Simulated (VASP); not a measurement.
Wanted: the native input for a VASP 6.6.1 run.

```yaml
Task: single point
Functional: PBE
Potentials_or_basis: VASP PAW PBE potentials, release 64 (Sn_d, O)
Cutoff: 520 eV
k_mesh: 12 × 12 × 12
Occupations: gaussian, width 0.05 eV
Spin: no spin polarisation
Dipole_correction: no
Further_INCAR_settings: ALGO = Normal; EDIFF = 1e-07; NBANDS = 20
```

The structure of SnO2 lies in POSCAR:

```
SnO2
1.0
    1.5724397632      0.9078485206      4.7834132923
   -1.5724397632      0.9078485206      4.7834132923
    0.0000000000     -1.8156970411      4.7834132923
Sn O
1 2
Direct
    0.5000000000      0.5000000000      0.5000000000
    0.2406435246      0.2406435246      0.2406435246
    0.7593564754      0.7593564754      0.7593564754
```

This cell differs from its parent crystal: atoms shifted along a free coordinate.

One way to write it, as run:

INCAR

```
  PREC = Accurate
  ENCUT = 520
  EDIFF = 1E-7
  ISMEAR = 0
  SIGMA = 0.05
  LREAL = False
  LASPH = True
  NELM = 80
  ALGO = Normal
  ISIF = 2
  LWAVE = False
  LCHARG = False
  GGA = PE
  NBANDS = 20
```

KPOINTS

```
Automatic mesh
0
Gamma
  12 12 12
```

Potentials or basis: VASP PAW PBE potentials, release 64 (Sn_d, O).

Run with:

```console
$ cat potpaw_PBE.64/Sn_d/POTCAR potpaw_PBE.64/O/POTCAR > POTCAR
$ mpirun -np 1 vasp_std > vasp.out
```

It gave:

| Property | Result |
| --- | --- |
| Pressure | 6.7 GPa |
| Largest force | 0.195 eV/Å |
| Band gap on the k mesh | 2.31 eV (least direct gap 2.41 eV) |

Caveat: the cell differs from its parent crystal (atoms shifted along a free coordinate); the stress differs along the axes, from -1 to 10 GPa; spin-orbit coupling is left out, which moves the levels of the heavy elements.

Wall time 2.4 min on 1 thread of Intel(R) Xeon(R) 6975P-C (Granite Rapids), on a shared host, peak memory 0.33 GiB.
